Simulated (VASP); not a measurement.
A run of VASP 6.6.1:

File INCAR:

```
PREC = Accurate
ENCUT = 520
EDIFF = 1E-6
ISMEAR = -1
SIGMA = 0.05
LREAL = False
LASPH = True
NELM = 60
ALGO = Normal
ISIF = 2
LWAVE = False
LCHARG = False
GGA = PS
NBANDS = 58
```

The input KPOINTS:

```
Automatic mesh
0
Gamma
  4 4 2
```

File POSCAR:

```
Ga2SbP3
1.0
    2.9274876973     -5.5777004396      0.0024474610
    2.9319105540      5.5754270385      0.0015024612
   -0.0052345191      0.0004801872      7.7948907290
Ga Sb P
4 2 6
Direct
    0.6913099711      0.4107886926      0.2498938889
    0.4117441486      0.6903583170      0.2499026758
    0.6913130297      0.4107908100      0.7498923915
    0.4117455905      0.6903613988      0.7499010240
    0.0289905702      0.0280177669     -0.0001035314
    0.0289654928      0.0280313344      0.4998969310
    0.1089172210      0.7925327403      0.2498974722
    0.7934870721      0.1079644532      0.2498947819
    0.4672103407      0.4662557684     -0.0001058365
    0.1089208185      0.7925360727      0.7498864509
    0.7934899830      0.1079679419      0.7499105755
    0.4672019939      0.4662522290      0.4998995721
```

Potentials or basis: VASP PAW PBE potentials, release 64 (Ga_d, Sb, P).

Launch:

```bash
$ cat potpaw_PBE.64/Ga_d/POTCAR potpaw_PBE.64/Sb/POTCAR potpaw_PBE.64/P/POTCAR > POTCAR
$ mpirun -np 1 vasp_std > vasp.out
```

Hardware: 1 thread of Intel Xeon 6975P-C (shared host).

Task: Estimate the wall time of this run.

Result: Run time: 6.7 min on 1 thread of Intel Xeon 6975P-C, on a shared host, peak memory 0.5 GiB. Counts: scf iterations 15, k points 20.
